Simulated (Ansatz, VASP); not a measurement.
# One calculation of BP, two programs

```
B P
1.0
     0.00000    2.27408    2.27408
     2.27408    0.00000    2.27408
     2.27408    2.27408    0.00000
B P
1 1
Direct
  0.00000 0.00000 0.00000
  0.25000 0.25000 0.25000
```

Alike in both runs: functional PBE; k mesh 10 × 10 × 10; occupations gaussian, width 0.02 eV; no spin polarisation.

Ansatz relaxed the structure, and its values are those at the end. VASP's run is a single point on that final structure, the one shown.

|  | VASP | Ansatz |
| --- | --- | --- |
| version | VASP 6.6.1 | Ansatz 0.2.0 |
| potentials or method | VASP PAW PBE potentials, release 64 (B, P), cutoff 500 eV | scalar-relativistic, plane waves, PAW |
| valence electrons in the cell | 8 | 8 |

|  | VASP | Ansatz | Ansatz less VASP |
| --- | --- | --- | --- |
| gap on the k mesh at the Fermi level (eV) | 1.25 | 1.25 | +0.004 |
| least direct gap on the mesh (eV) | 3.39 | 3.39 | +0.003 |
| pressure (GPa) | -0.2 | 0.0 | +0.21 |

The functional is the same, so the differences come from potentials, cutoffs and numerics.
